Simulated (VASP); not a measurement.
# CoGe3 (Pm-3m) in VASP: a series of runs

CoGe3 is run at these levels: PBEsol; tasks: single point, relaxation of cell and atoms.

All numbers are computed with VASP 6.6.1; they aren't measurements. Logs are shortened: lines on timing, memory, paths and dates and some standing lists are left out, and cuts for length are marked.

### Step 1. The cell of the first run

It takes space group Pm-3m (No. 221, cubic). The conventional cell has a = 3.828 Å, b = 3.828 Å, c = 3.828 Å, α = 90.00°, β = 90.00°, γ = 90.00°. Within 3.6 Å of Ge (site symmetry 4/mmm) lie 8 Ge at 2.71 Å and 4 Co at 2.71 Å. Co (site symmetry m-3m) has 12 Ge at 2.71 Å within 3.6 Å.

### Step 2. Single point, PBEsol, collinear spin, ferromagnetic start

The input, INCAR:

```
ALGO = Normal ; EDIFF = 1E-6
ENCUT = 520 ; GGA = PS
ISIF = 2 ; ISMEAR = 0
ISPIN = 2 ; LASPH = T
LCHARG = T ; LELF = T
LMAXMIX = 4 ; LORBIT = 11
LREAL = F ; LVHAR = T
LWAVE = F ; MAGMOM = 0 0 0 2
NBANDS = 38 ; NELM = 150
PREC = Accurate ; SIGMA = 0.1
```

The input, KPOINTS:

```
k-points
0
Gamma
  6 6 6
```

The input, POSCAR:

```
CoGe3
1.0
    3.8275878209      0.0000000000      0.0000000000
    0.0000000000      3.8275878209      0.0000000000
    0.0000000000      0.0000000000      3.8275878209
Ge Co
3 1
Direct
    0.0000000000      0.5000000000      0.5000000000
    0.5000000000      0.0000000000      0.5000000000
    0.5000000000      0.5000000000      0.0000000000
    0.0000000000      0.0000000000      0.0000000000
```

Potentials or basis: VASP PAW PBE potentials, release 64 (Ge_d, Co).

Launch:

```
$ cat potpaw_PBE.64/Ge_d/POTCAR potpaw_PBE.64/Co/POTCAR > POTCAR
$ mpirun -np 1 vasp_std > vasp.out
```

OUTCAR:

```text
EDIFF = 1E-6
   ENCUT = 520
   GGA = PS
   ISIF = 2
   ISMEAR = 0
   ISPIN = 2
   LASPH = T
   LORBIT = 11
   LREAL = F
   NELM = 150
   PREC = Accurate

 ion  position               nearest neighbor table
   1  0.000  0.500  0.500-   2 2.71   3 2.71   4 2.71   3 2.71   4 2.71   2 2.71   4 2.71   4 2.71
                             2 2.71   3 2.71   3 2.71   2 2.71
   2  0.500  0.000  0.500-   1 2.71   3 2.71   4 2.71   3 2.71   4 2.71   1 2.71   3 2.71   3 2.71
                             1 2.71   4 2.71   4 2.71   1 2.71
   3  0.500  0.500  0.000-   1 2.71   2 2.71   4 2.71   1 2.71   2 2.71   2 2.71   4 2.71   2 2.71
                             1 2.71   4 2.71   1 2.71   4 2.71
   4  0.000  0.000  0.000-   1 2.71   2 2.71   3 2.71   1 2.71   2 2.71   1 2.71   3 2.71   1 2.71
                             2 2.71   3 2.71   2 2.71   3 2.71

  LATTYP: Found a simple cubic cell.
 ALAT       =     3.8275878209

  Lattice vectors:

 A1 = (   3.8275878209,   0.0000000000,   0.0000000000)
 A2 = (   0.0000000000,   3.8275878209,   0.0000000000)
 A3 = (   0.0000000000,   0.0000000000,   3.8275878209)

Analysis of symmetry for initial positions (statically):
=====================================================================
 Subroutine PRICEL returns:
 Original cell was already a primitive cell.

 Routine SETGRP: Setting up the symmetry group for a
 simple cubic supercell.

 Subroutine GETGRP returns: Found 48 space group operations
 (whereof 48 operations were pure point group operations)
 out of a pool of 48 trial point group operations.

The static configuration has the point symmetry O_h .

Analysis of symmetry for dynamics (positions and initial velocities):
=====================================================================
 Subroutine PRICEL returns:
 Original cell was already a primitive cell.

 Routine SETGRP: Setting up the symmetry group for a
 simple cubic supercell.

 Subroutine GETGRP returns: Found 48 space group operations
 (whereof 48 operations were pure point group operations)
 out of a pool of 48 trial point group operations.

The dynamic configuration has the point symmetry O_h .

Analysis of structural, dynamic, and magnetic symmetry:
=====================================================================
 Subroutine PRICEL returns:
 Original cell was already a primitive cell.

 Routine SETGRP: Setting up the symmetry group for a
 simple cubic supercell.

 Subroutine GETGRP returns: Found 48 space group operations
 (whereof 48 operations were pure point group operations)
 out of a pool of 48 trial point group operations.

The overall configuration has the point symmetry O_h .

 Subroutine INISYM returns: Found 48 space group operations
 (whereof 48 operations are pure point group operations),
 and found     1 'primitive' translations

----------------------------------------------------------------------------------------

                                     Primitive cell

  volume of cell :      56.0758

  direct lattice vectors                    reciprocal lattice vectors
     3.827587821  0.000000000  0.000000000     0.261261151  0.000000000  0.000000000
     0.000000000  3.827587821  0.000000000     0.000000000  0.261261151  0.000000000
     0.000000000  0.000000000  3.827587821     0.000000000  0.000000000  0.261261151

  length of vectors
     3.827587821  3.827587821  3.827587821     0.261261151  0.261261151  0.261261151

  position of ions in fractional coordinates (direct lattice)
     0.000000000  0.500000000  0.500000000
     0.500000000  0.000000000  0.500000000
     0.500000000  0.500000000  0.000000000
     0.000000000  0.000000000  0.000000000

  ion indices of the primitive-cell ions
   primitive index   ion index
                 1           1
                 2           2
                 3           3
                 4           4

----------------------------------------------------------------------------------------

 KPOINTS: k-points

Automatic generation of k-mesh.
 Grid dimensions read from file:
 generate k-points for:    6    6    6

 Generating k-lattice:

  Cartesian coordinates                     Fractional coordinates (reciprocal lattice)
     0.043543525  0.000000000  0.000000000     0.166666667  0.000000000  0.000000000
     0.000000000  0.043543525  0.000000000     0.000000000  0.166666667  0.000000000
     0.000000000  0.000000000  0.043543525     0.000000000  0.000000000  0.166666667

  Length of vectors
     0.043543525  0.043543525  0.043543525

  Shift w.r.t. Gamma in fractional coordinates (k-lattice)
     0.000000000  0.000000000  0.000000000

 Subroutine IBZKPT returns following result:
 ===========================================

 Found     20 irreducible k-points:

 Following reciprocal coordinates:
            Coordinates               Weight
  0.000000  0.000000  0.000000      1.000000
  0.166667  0.000000  0.000000      6.000000
  0.333333  0.000000  0.000000      6.000000
  0.500000  0.000000  0.000000      3.000000
  0.166667  0.166667  0.000000     12.000000
  0.333333  0.166667  0.000000     24.000000
[... 12 lines left out ...]
  0.500000  0.500000  0.333333      6.000000
  0.500000  0.500000  0.500000      1.000000
   k-points           NKPTS =     20   k-points in BZ     NKDIM =     20   number of bands    NBANDS=     38
   number of dos      NEDOS =    301   number of ions     NIONS =      4
   total plane-waves  NPLWV =  21952
   dimension x,y,z NGX =    28 NGY =   28 NGZ =   28
   dimension x,y,z NGXF=    56 NGYF=   56 NGZF=   56
   ions per type =               3   1
   NGX,Y,Z   is equivalent  to a cutoff of  12.16, 12.16, 12.16 a.u.
   NGXF,Y,Z  is equivalent  to a cutoff of  24.32, 24.32, 24.32 a.u.
 SYSTEM =  unknown system
   PREC   = accura    normal or accurate (medium, high low for compatibility)
   ISTART =      0    job   : 0-new  1-cont  2-samecut
   ICHARG =      2    charge: 1-file 2-atom 10-const
   ISPIN  =      2    spin polarized calculation?
   LNONCOLLINEAR =      F non collinear calculations
   LSORBIT =      F    spin-orbit coupling
   LASPH  =      T    aspherical Exc in radial PAW
   ENCUT  =  520.0 eV  38.22 Ry    6.18 a.u.   7.12  7.12  7.12*2*pi/ulx,y,z
   NELM   =    150;   NELMIN=  2; NELMDL= -5     # of ELM steps
   EDIFF  = 0.1E-05   stopping-criterion for ELM
   LREAL  =      F    real-space projection
   EDIFFG = 0.1E-04   stopping-criterion for IOM
   NSW    =      0    number of steps for IOM
   IBRION =     -1    ionic relax: 0-MD 1-quasi-New 2-CG
   NFREE  =      0    steps in history (QN), initial steepest desc. (CG)
   ISIF   =      2    stress and relaxation
   ISYM   =      2    0-nonsym 1-usesym 2-fastsym
   POTIM  = 0.5000    time-step for ionic-motion
   TEBEG  =    0.0;   TEEND  =   0.0 temperature during run
   PSTRESS=    0.0 pullay stress
   NELECT =      51.0000    total number of electrons
   NUPDOWN=      -1.0000    fix difference up-down
   EMIN   =  10.00;   EMAX   =-10.00  energy-range for DOS
   EFERMI =   0.00;   METHOD = LEGACY
   ISMEAR =     0;   SIGMA  =   0.10  broadening in eV -4-tet -1-fermi 0-gaus
   EFERMI_NEDOS =   21; number of points for ismear=-14 and -15
   IALGO  =     38    algorithm
   IMIX   =      4    mixing-type and parameters
     AMIX     =   0.40;   BMIX     =  1.00
     AMIX_MAG =   1.60;   BMIX_MAG =  1.00
  volume/ion in A,a.u.               =      14.02        94.60
  Fermi-wavevector in a.u.,A,eV,Ry     =   1.586133  2.997358 34.229800  2.515819
  Thomas-Fermi vector in A             =   2.685491
   LORBIT       =     11    0 simple, 1 ext, 2 COOP (PROOUT), +10 PAW based schemes
   GGA     = PS    functional components
   LHFCALC =     F    Hartree Fock is set to
   AEXX    =    0.0000 exact exchange contribution
   IVDW    =     0    specifies the selected vdW correction
   LEPSILON=     F    determine dielectric tensor
   LRPA    =     F    only Hartree local field effects (RPA)
 spin polarized calculation
 Gauss-broadening in eV      SIGMA  =   0.10
  energy-cutoff  :      520.00
  volume of cell :       56.08
 maximum number of plane-waves:      1532
   NGX = 15   NGY = 15   NGZ = 15

 number of electron      51.0000022 magnetization       0.0116038

 number of electron      51.0000022 magnetization      -0.0035149

 Free energy of the ion-electron system (eV)
  ---------------------------------------------------
  ext. energy  EPLUGINS =         0.00000000
  ---------------------------------------------------
  free energy    TOTEN  =       -20.91844513 eV

  energy without entropy =      -20.90190181  energy(sigma->0) =      -20.91017347

 E-fermi :   9.5420     XC(G=0): -12.7910

 val. band max:        9.4850815759   @ k =   0.1667   0.1667   0.1667
 cond. band min:       9.5608305818   @ k =   0.5000   0.3333   0.1667
 fundamental gap:      0.0757490059
 Fermi energy:         9.5420430138

 spin component 1

 k-point     1 :       0.0000    0.0000    0.0000
  band No.  band energies     occupation
      1     -15.4281      1.00000
      2     -15.4236      1.00000
      3     -15.4236      1.00000
      4     -15.4236      1.00000
      5     -15.2787      1.00000
      6     -15.2787      1.00000
[... 789 lines left out ...]
     36      24.6317      0.00000
     37      24.6438      0.00000
 Fermi energy:         9.5420430138

 spin component 2

 k-point     1 :       0.0000    0.0000    0.0000
  band No.  band energies     occupation
      1     -15.4281      1.00000
      2     -15.4236      1.00000
      3     -15.4236      1.00000
      4     -15.4236      1.00000
      5     -15.2787      1.00000
      6     -15.2787      1.00000
[... 789 lines left out ...]
     36      24.6069      0.00000
     37      24.6434      0.00000
 [bands above 37 left out]

------------------------ aborting loop because EDIFF is reached ----------------------------------------

  FORCE on cell =-STRESS in cart. coord.  units (eV):
  Direction    XX          YY          ZZ          XY          YZ          ZX
  --------------------------------------------------------------------------------------
  -------------------------------------------------------------------------------------
  Total        3.7418378      3.7418378      3.7418378     -0.0000000     -0.0000000      0.0000000
  in kB      106.9104243    106.9104243    106.9104243     -0.0000000     -0.0000000      0.0000000
  external PRESSURE =     106.9104243 kB  Pullay stress =       0.0000000 kB

 VOLUME and BASIS-vectors are now :
 -----------------------------------------------------------------------------
  energy-cutoff  :      520.00
  volume of cell :       56.08
      direct lattice vectors                 reciprocal lattice vectors
     3.827587821  0.000000000  0.000000000     0.261261151  0.000000000  0.000000000
     0.000000000  3.827587821  0.000000000     0.000000000  0.261261151  0.000000000
     0.000000000  0.000000000  3.827587821     0.000000000  0.000000000  0.261261151

 POSITION                                       TOTAL-FORCE (eV/Angst)
 -----------------------------------------------------------------------------------
      0.00000      1.91379      1.91379         0.000000      0.000000      0.000000
      1.91379      0.00000      1.91379         0.000000      0.000000      0.000000
      1.91379      1.91379      0.00000         0.000000      0.000000      0.000000
      0.00000      0.00000      0.00000         0.000000      0.000000      0.000000
 -----------------------------------------------------------------------------------
    total drift:                                0.000000      0.000000      0.000000

  FREE ENERGIE OF THE ION-ELECTRON SYSTEM (eV)
  ---------------------------------------------------
  free  energy   TOTEN  =       -20.9184451307 eV

  energy  without entropy=      -20.9019018062  energy(sigma->0) =      -20.91017347

 total charge

# of ion       s       p       d       tot
------------------------------------------
    1        1.225   1.084  10.092  12.401
    2        1.225   1.084  10.092  12.401
    3        1.225   1.084  10.092  12.401
    4        0.370   0.319   7.505   8.194
--------------------------------------------------
tot          4.044   3.570  37.782  45.396

 magnetization (x)

# of ion       s       p       d       tot
------------------------------------------
    1       -0.000   0.000  -0.000  -0.000
    2       -0.000   0.000  -0.000  -0.000
    3       -0.000   0.000  -0.000  -0.000
    4       -0.000  -0.000  -0.002  -0.003
--------------------------------------------------
tot         -0.000   0.000  -0.002  -0.003
```

Wall time 6.3 min (1 thread of AMD EPYC 7R13, shared host); peak memory 0.19 GiB.

Results:

```
Free energy                                           : -20.9184 eV
Pressure                                              : 10.7 GPa
Net moment                                            : 0.00 μB per cell
Valence electrons inside the program's atomic spheres : Ge 12.40; Co 8.19
```

Caveat: the cell stands under pressure; the moments typed at the start vanished in this run; the PAW data sets were made with another functional, which shifts forces and pressure a little.

(Part 1 of 2 ends here.)
